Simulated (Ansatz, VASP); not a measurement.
**Bi in VASP and in Ansatz**

```
Bi
1.0
     3.49058    0.00000    0.00000
     0.00000    3.49058    0.00000
     0.00000    0.00000   23.40460
Bi
4
Direct
  0.25000 0.25000 0.35023
  0.75000 0.75000 0.44592
  0.25000 0.25000 0.55408
  0.75000 0.75000 0.64977
```

Alike in both runs: task single point; functional PBEsol; k mesh 11 × 11 × 1; occupations fermi-dirac, width 0.05 eV; no spin polarisation.

|  | VASP | Ansatz |
| --- | --- | --- |
| version | VASP 6.6.1 | Ansatz 0.2.0 |
| potentials or method | VASP PAW PBE potentials, release 64 (Bi_d) | PAW with Ansatz's default frozen-core files, scalar-relativistic |
| plane-wave cutoff (eV) | 520 | 420 |
| valence electrons in the cell | 60 | 60 |

Ansatz gave:

```
rms of the force components (eV/Å) : 0.004
```

Which values does VASP return?

rms of the force components (eV/Å): 0.005.

VASP's potentials were made for PBE, not for PBEsol. Atom by atom the forces differ by 0.001 eV/Å (rms over components).

Spin-orbit coupling is off throughout.
